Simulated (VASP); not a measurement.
Here is a VASP 6.6.1 calculation.

Contents of INCAR:

```
ALGO = Normal
EDIFF = 1E-7
ENCUT = 520
GGA = PE
ISIF = 2
ISMEAR = -1
LASPH = True
LCHARG = True
LELF = True
LREAL = False
LVHAR = True
LWAVE = False
NBANDS = 26
NELM = 80
PREC = Accurate
SIGMA = 0.1
```

The input KPOINTS:

```
k-points
0
Gamma
  13 13 7
```

Contents of POSCAR:

```
GaN
1.0
    3.0831668205      0.0000000000      0.0000000000
   -1.5415834102      2.6701007907      0.0000000000
    0.0000000000      0.0000000000      5.0266573127
Ga N
2 2
Direct
    0.3333333333      0.6666666667     -0.0000946133
    0.6666666667      0.3333333333      0.4999053867
    0.3333333333      0.6666666667      0.3760946133
    0.6666666667      0.3333333333      0.8760946133
```

Potentials or basis: VASP PAW PBE potentials, release 64 (Ga_d, N).

Launch:

```console
$ cat potpaw_PBE.64/Ga_d/POTCAR potpaw_PBE.64/N/POTCAR > POTCAR
$ mpirun -np 1 vasp_std > vasp.out
```

**Question.** What does it give for the pressure?

**Answer.** 29.0 GPa.

**Question.** Predict the band gap on the k mesh.

**Answer.** 2.57 eV, direct.

 A k mesh can miss the band edges.
